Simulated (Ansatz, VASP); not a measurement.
This is a calculation of WAu for Ansatz 0.2.0.

File input.yaml:

```yaml
crystal:
  lattice:
    - [0.0, 2.9662678191, 2.9662678191]
    - [2.9662678191, 0.0, 2.9662678191]
    - [2.9662678191, 2.9662678191, 0.0]
  atoms:
    - { symbol: W, position: [0.0, 0.0, 0.0] }
    - { symbol: Au, position: [0.75, 0.75, 0.75] }
hamiltonian:
  xc: pbe
  pseudopotentials: { kind: paw, azcp: { folder: soft_1 } }
kpoints:
  mp_grid: { grid: [8, 8, 8] }
scf:
  occupations: { method: fermi_dirac, width: 0.05 }
output:
  forces: true
  stress: true
  eigenvalues: true
```

Potentials or basis: Ansatz PAW soft_1.

Run with:

```bash
$ ansatz run input.yaml --threads 1 --pin off --max-ram 3584MiB --backend cpu --events-out ev --progress --plain --runs-dir out
```

Translate it to VASP 6.6.1. Potentials there: VASP PAW PBE potentials, release 64 (W_sv, Au).

As run (the cutoff follows the program's own potentials):

Contents of INCAR:

```
PREC     = Accurate       # precision mode
ENCUT    = 520            # plane-wave cutoff, eV
EDIFF    = 1E-6           # SCF threshold, eV
ISMEAR   = -1             # smearing method
SIGMA    = 0.05           # smearing width, eV
LREAL    = F              # projectors in reciprocal space
LASPH    = T              # aspherical terms in the spheres
NELM     = 100            # most SCF steps
ALGO     = Normal         # electronic algorithm
ISIF     = 2              # what is computed and relaxed
LWAVE    = F              # write WAVECAR
LCHARG   = T              # write CHGCAR
GGA      = PE             # functional
LELF     = T              # ELF
LVHAR    = T            
NBANDS   = 20             # bands
```

KPOINTS

```
Automatic mesh
0
Gamma
  8 8 8
```

Contents of POSCAR:

```
WAu
1.0
    0.0000000000      2.9662678191      2.9662678191
    2.9662678191      0.0000000000      2.9662678191
    2.9662678191      2.9662678191      0.0000000000
W Au
1 1
Direct
    0.0000000000      0.0000000000      0.0000000000
    0.7500000000      0.7500000000      0.7500000000
```

Potentials or basis: VASP PAW PBE potentials, release 64 (W_sv, Au).

Launch:

```sh
$ cat potpaw_PBE.64/W_sv/POTCAR potpaw_PBE.64/Au/POTCAR > POTCAR
$ mpirun -np 1 vasp_std > vasp.out
```

Both were run:

|  | VASP | Ansatz | Ansatz less VASP |
| --- | --- | --- | --- |
| gap on the k mesh at the Fermi level (eV) | none | none | - |
| pressure (GPa) | -6.3 | -6.4 | -0.03 |

A gap of «none» marks a metal or a gap that the smearing closes. With one functional, cell and mesh, what is left measures potentials, basis and numerics. VASP's potentials hold 25 valence electrons a cell and Ansatz's 33, so a difference there can come from the potentials and not from the codes.

Neither program's run includes spin-orbit coupling.
